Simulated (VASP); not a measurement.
# Si6As (Cmcm) in VASP: single point with PBE

Aim: the single point of Si6As with PBE.

Program: VASP 6.6.1. These are calculated values, not measurements. Logs are shortened: lines on timing, memory, paths and dates and some standing lists are left out, and cuts for length are marked.

## 1. The cell of the first run

The structure is orthorhombic, space group Cmcm (No. 63). The conventional cell has a = 3.778 Å, b = 11.138 Å, c = 12.460 Å, α = 90.00°, β = 90.00°, γ = 90.00°. Within 3.1 Å of Si (site symmetry m) lie 4 Si at 2.32 to 2.39 Å and 2 As at 2.99 Å. Within 3.1 Å of Si (site symmetry m) lie 4 Si at 2.35 to 2.37 Å. Si (site symmetry m) has 4 Si at 2.35 to 2.48 Å and 2 As at 2.99 Å within 3.1 Å. Within 4.0 Å of As (site symmetry m2m) lie 18 Si at 2.99 to 3.91 Å and 2 As at 3.78 Å.

## 2. Single point, PBE

The input, INCAR:

```
PREC = Accurate
ENCUT = 520
EDIFF = 1E-6
ISMEAR = 0
SIGMA = 0.1
LREAL = F
LASPH = T
NELM = 60
ALGO = Normal
ISIF = 2
LWAVE = F
LCHARG = F
GGA = PE
NBANDS = 42
```

The input, KPOINTS:

```
regular mesh
0
Gamma
  8 8 4
```

The input, POSCAR:

```
Si6As
1.0
    1.8888613321     -5.5689307540      0.0000000000
    1.8888613321      5.5689307540      0.0000000000
    0.0000000000      0.0000000000     12.4604187854
Si As
12 2
Direct
    0.4271165436      0.5728834564      0.1569921035
    0.4271165436      0.5728834564      0.3430078965
    0.9697322631      0.0302677369      0.9087986367
    0.0302677369      0.9697322631      0.0912013633
    0.2393361198      0.7606638802      0.0637288605
    0.7606638802      0.2393361198      0.9362711395
    0.5728834564      0.4271165436      0.6569921035
    0.5728834564      0.4271165436      0.8430078965
    0.0302677369      0.9697322631      0.4087986367
    0.9697322631      0.0302677369      0.5912013633
    0.2393361198      0.7606638802      0.4362711395
    0.7606638802      0.2393361198      0.5637288605
    0.2528780357      0.7471219643      0.7500000000
    0.7471219643      0.2528780357      0.2500000000
```

Potentials or basis: VASP PAW PBE potentials, release 64 (Si, As).

On the command line:

```bash
> cat potpaw_PBE.64/Si/POTCAR potpaw_PBE.64/As/POTCAR > POTCAR
> mpirun -np 1 vasp_std > vasp.out
```

OUTCAR:

```text
PREC = Accurate
   ENCUT = 520
   EDIFF = 1E-6
   ISMEAR = 0
   LREAL = F
   LASPH = T
   NELM = 60
   ISIF = 2
   GGA = PE

 ion  position               nearest neighbor table
   1  0.427  0.573  0.157-   2 2.32   4 2.36   4 2.36   5 2.39  14 2.99  14 2.99
   2  0.427  0.573  0.343-   1 2.32   9 2.36   9 2.36  11 2.39  14 2.99  14 2.99
   3  0.970  0.030  0.909-   6 2.35   8 2.36   8 2.36   4 2.37
   4  0.030  0.970  0.091-   5 2.35   1 2.36   1 2.36   3 2.37
   5  0.239  0.761  0.064-   4 2.35   1 2.39   6 2.48   6 2.48  14 2.99  14 2.99
   6  0.761  0.239  0.936-   3 2.35   8 2.39   5 2.48   5 2.48  13 2.99  13 2.99
   7  0.573  0.427  0.657-   8 2.32  10 2.36  10 2.36  12 2.39  13 2.99  13 2.99
   8  0.573  0.427  0.843-   7 2.32   3 2.36   3 2.36   6 2.39  13 2.99  13 2.99
   9  0.030  0.970  0.409-  11 2.35   2 2.36   2 2.36  10 2.37
  10  0.970  0.030  0.591-  12 2.35   7 2.36   7 2.36   9 2.37
  11  0.239  0.761  0.436-   9 2.35   2 2.39  12 2.48  12 2.48  14 2.99  14 2.99
  12  0.761  0.239  0.564-  10 2.35   7 2.39  11 2.48  11 2.48  13 2.99  13 2.99
  13  0.253  0.747  0.750-   7 2.99   8 2.99   7 2.99   8 2.99   6 2.99  12 2.99   6 2.99  12 2.99

  14  0.747  0.253  0.250-   1 2.99   2 2.99   1 2.99   2 2.99   5 2.99  11 2.99   5 2.99  11 2.99

  LATTYP: Found a base centered orthorhombic cell.
 ALAT       =     3.7777226642
 B/A-ratio  =     2.9483004704
 C/A-ratio  =     3.2983942690

  Lattice vectors:

 A1 = (   1.8888613321,  -5.5689307540,   0.0000000000)
 A2 = (   1.8888613321,   5.5689307540,   0.0000000000)
 A3 = (   0.0000000000,   0.0000000000,  12.4604187854)

Analysis of symmetry for initial positions (statically):
=====================================================================
 Subroutine PRICEL returns:
 Original cell was already a primitive cell.

 Routine SETGRP: Setting up the symmetry group for a
 base centered orthorhombic supercell.

 Subroutine GETGRP returns: Found  8 space group operations
 (whereof  4 operations were pure point group operations)
 out of a pool of  8 trial point group operations.

The static configuration has the point symmetry C_2h.
 The point group associated with its full space group is D_2h.

Analysis of symmetry for dynamics (positions and initial velocities):
=====================================================================
 Subroutine PRICEL returns:
 Original cell was already a primitive cell.

 Routine SETGRP: Setting up the symmetry group for a
 base centered orthorhombic supercell.

 Subroutine GETGRP returns: Found  8 space group operations
 (whereof  4 operations were pure point group operations)
 out of a pool of  8 trial point group operations.

The dynamic configuration has the point symmetry C_2h.
 The point group associated with its full space group is D_2h.

 Subroutine INISYM returns: Found  8 space group operations
 (whereof  4 operations are pure point group operations),
 and found     1 'primitive' translations

----------------------------------------------------------------------------------------

                                     Primitive cell

  volume of cell :     262.1407

  direct lattice vectors                    reciprocal lattice vectors
     1.888861332 -5.568930754  0.000000000     0.264709744 -0.089783842  0.000000000
     1.888861332  5.568930754  0.000000000     0.264709744  0.089783842  0.000000000
     0.000000000  0.000000000 12.460418785     0.000000000  0.000000000  0.080254124

  length of vectors
     5.880543077  5.880543077 12.460418785     0.279521711  0.279521711  0.080254124

  position of ions in fractional coordinates (direct lattice)
     0.427116544  0.572883456  0.156992104
     0.427116544  0.572883456  0.343007896
     0.969732263  0.030267737  0.908798637
     0.030267737  0.969732263  0.091201363
     0.239336120  0.760663880  0.063728860
     0.760663880  0.239336120  0.936271140
     0.572883456  0.427116544  0.656992104
     0.572883456  0.427116544  0.843007896
     0.030267737  0.969732263  0.408798637
[... 30 lines left out ...]

 Generating k-lattice:

  Cartesian coordinates                     Fractional coordinates (reciprocal lattice)
     0.033088718 -0.011222980  0.000000000     0.125000000  0.000000000  0.000000000
     0.033088718  0.011222980  0.000000000     0.000000000  0.125000000  0.000000000
     0.000000000  0.000000000  0.020063531     0.000000000  0.000000000  0.250000000

  Length of vectors
     0.034940214  0.034940214  0.020063531

  Shift w.r.t. Gamma in fractional coordinates (k-lattice)
     0.000000000  0.000000000  0.000000000

 Subroutine IBZKPT returns following result:
 ===========================================

 Found     63 irreducible k-points:

 Following reciprocal coordinates:
            Coordinates               Weight
  0.000000  0.000000  0.000000      1.000000
  0.125000 -0.000000  0.000000      4.000000
  0.250000 -0.000000  0.000000      4.000000
  0.375000 -0.000000  0.000000      4.000000
  0.500000 -0.000000  0.000000      2.000000
  0.125000  0.125000  0.000000      2.000000
[... 16 lines left out ...]
  0.125000 -0.000000  0.250000      8.000000
  0.250000 -0.000000  0.250000      8.000000
 [... further k-points ...]
   k-points           NKPTS =     63   k-points in BZ     NKDIM =     63   number of bands    NBANDS=     42
   number of dos      NEDOS =    301   number of ions     NIONS =     14
   total plane-waves  NPLWV = 221184
   dimension x,y,z NGX =    48 NGY =   48 NGZ =   96
   dimension x,y,z NGXF=    96 NGYF=   96 NGZF=  192
   ions per type =              12   2
   NGX,Y,Z   is equivalent  to a cutoff of  13.57, 13.57, 12.81 a.u.
   NGXF,Y,Z  is equivalent  to a cutoff of  27.14, 27.14, 25.62 a.u.
 SYSTEM =  unknown system
   PREC   = accura    normal or accurate (medium, high low for compatibility)
   ISTART =      0    job   : 0-new  1-cont  2-samecut
   ICHARG =      2    charge: 1-file 2-atom 10-const
   ISPIN  =      1    spin polarized calculation?
   LNONCOLLINEAR =      F non collinear calculations
   LSORBIT =      F    spin-orbit coupling
   LASPH  =      T    aspherical Exc in radial PAW
   ENCUT  =  520.0 eV  38.22 Ry    6.18 a.u.  10.93 10.93 23.17*2*pi/ulx,y,z
   NELM   =     60;   NELMIN=  2; NELMDL= -5     # of ELM steps
   EDIFF  = 0.1E-05   stopping-criterion for ELM
   LREAL  =      F    real-space projection
   EDIFFG = 0.1E-04   stopping-criterion for IOM
   NSW    =      0    number of steps for IOM
   IBRION =     -1    ionic relax: 0-MD 1-quasi-New 2-CG
   NFREE  =      0    steps in history (QN), initial steepest desc. (CG)
   ISIF   =      2    stress and relaxation
   ISYM   =      2    0-nonsym 1-usesym 2-fastsym
   POTIM  = 0.5000    time-step for ionic-motion
   TEBEG  =    0.0;   TEEND  =   0.0 temperature during run
   PSTRESS=    0.0 pullay stress
   NELECT =      58.0000    total number of electrons
   NUPDOWN=      -1.0000    fix difference up-down
   EMIN   =  10.00;   EMAX   =-10.00  energy-range for DOS
   EFERMI =   0.00;   METHOD = LEGACY
   ISMEAR =     0;   SIGMA  =   0.10  broadening in eV -4-tet -1-fermi 0-gaus
   EFERMI_NEDOS =   21; number of points for ismear=-14 and -15
   IALGO  =     38    algorithm
   IMIX   =      4    mixing-type and parameters
     AMIX     =   0.40;   BMIX     =  1.00
     AMIX_MAG =   1.60;   BMIX_MAG =  1.00
  volume/ion in A,a.u.               =      18.72       126.36
  Fermi-wavevector in a.u.,A,eV,Ry     =   0.990161  1.871134 13.339418  0.980420
  Thomas-Fermi vector in A             =   2.121812
   LORBIT       =      0    0 simple, 1 ext, 2 COOP (PROOUT), +10 PAW based schemes
   GGA     = PE    functional components
   LHFCALC =     F    Hartree Fock is set to
   AEXX    =    0.0000 exact exchange contribution
   IVDW    =     0    specifies the selected vdW correction
   LEPSILON=     F    determine dielectric tensor
   LRPA    =     F    only Hartree local field effects (RPA)
 non-spin polarized calculation
 Gauss-broadening in eV      SIGMA  =   0.10
  energy-cutoff  :      520.00
  volume of cell :      262.14
 maximum number of plane-waves:      7094
 NGX is ok and might be reduce to    48
   NGX = 21   NGY = 21   NGZ = 47

 number of electron      57.9999999 magnetization

 Free energy of the ion-electron system (eV)
  ---------------------------------------------------
  ext. energy  EPLUGINS =         0.00000000
  ---------------------------------------------------
  free energy    TOTEN  =       -70.36204953 eV

  energy without entropy =      -70.33647235  energy(sigma->0) =      -70.34926094

 E-fermi :   6.4762     XC(G=0):  -9.9908

 val. band max:        6.4677059680   @ k =   0.5000   0.5000   0.5000
 cond. band min:       6.4786110819   @ k =   0.0000   0.0000   0.5000
 fundamental gap:      0.0109051139
 Fermi energy:         6.4762327444

 k-point     1 :       0.0000    0.0000    0.0000
  band No.  band energies     occupation
      1      -6.3600      2.00000
      2      -5.7353      2.00000
      3      -5.2315      2.00000
      4      -3.4539      2.00000
      5      -2.9473      2.00000
      6      -2.3994      2.00000
[... 1045 lines left out ...]
     40      10.4062      0.00000
     41      10.6822      0.00000

 [... further k-points ...]

 [bands above 41 left out]

------------------------ aborting loop because EDIFF is reached ----------------------------------------

  FORCE on cell =-STRESS in cart. coord.  units (eV):
  Direction    XX          YY          ZZ          XY          YZ          ZX
  --------------------------------------------------------------------------------------
  -------------------------------------------------------------------------------------
  Total       -0.0613385     -0.1472751     -0.0887013      0.0000000      0.0000000      0.0000000
  in kB       -0.3748947     -0.9001305     -0.5421330      0.0000000      0.0000000      0.0000000
  external PRESSURE =      -0.6057194 kB  Pullay stress =       0.0000000 kB

 VOLUME and BASIS-vectors are now :
 -----------------------------------------------------------------------------
  energy-cutoff  :      520.00
  volume of cell :      262.14
      direct lattice vectors                 reciprocal lattice vectors
     1.888861332 -5.568930754  0.000000000     0.264709744 -0.089783842  0.000000000
     1.888861332  5.568930754  0.000000000     0.264709744  0.089783842  0.000000000
     0.000000000  0.000000000 12.460418785     0.000000000  0.000000000  0.080254124

 POSITION                                       TOTAL-FORCE (eV/Angst)
 -----------------------------------------------------------------------------------
      1.88886      0.81177      1.95619         0.000000      0.000771      0.002219
      1.88886      0.81177      4.27402         0.000000      0.000771     -0.002219
      1.88886     -5.23181     11.32401         0.000000     -0.001326      0.000023
      1.88886      5.23181      1.13641         0.000000      0.001326     -0.000023
      1.88886      2.90324      0.79409         0.000000     -0.001441     -0.001636
      1.88886     -2.90324     11.66633         0.000000      0.001441      0.001636
      1.88886     -0.81177      8.18640         0.000000     -0.000771      0.002219
      1.88886     -0.81177     10.50423         0.000000     -0.000771     -0.002219
      1.88886      5.23181      5.09380         0.000000      0.001326      0.000023
      1.88886     -5.23181      7.36662         0.000000     -0.001326     -0.000023
      1.88886      2.90324      5.43612         0.000000     -0.001441      0.001636
      1.88886     -2.90324      7.02430         0.000000      0.001441     -0.001636
      1.88886      2.75241      9.34531         0.000000     -0.002060     -0.000000
      1.88886     -2.75241      3.11510         0.000000      0.002060      0.000000
 -----------------------------------------------------------------------------------
    total drift:                                0.000000     -0.000000     -0.000000

  FREE ENERGIE OF THE ION-ELECTRON SYSTEM (eV)
  ---------------------------------------------------
  free  energy   TOTEN  =       -70.3620495269 eV

  energy  without entropy=      -70.3364723522  energy(sigma->0) =      -70.34926094
```

Wall time 9.3 min (1 thread of AMD EPYC 9R45 (Zen 5), shared host); peak memory 0.79 GiB.

Results:

```yaml
Free_energy: -70.3620 eV
Pressure: -0.1 GPa
Band_gap_on_the_k_mesh: zero (bands 29 and 30 overlap by 1.36 eV)
```

Forces on the atoms (eV/Å):
```
Si   0.000  0.001  0.002
Si   0.000  0.001 -0.002
Si   0.000 -0.001  0.000
Si   0.000  0.001  0.000
Si   0.000 -0.001 -0.002
Si   0.000  0.001  0.002
Si   0.000 -0.001  0.002
Si   0.000 -0.001 -0.002
Si   0.000  0.001  0.000
Si   0.000 -0.001  0.000
Si   0.000 -0.001  0.002
Si   0.000  0.001 -0.002
As   0.000 -0.002  0.000
As   0.000  0.002  0.000
```
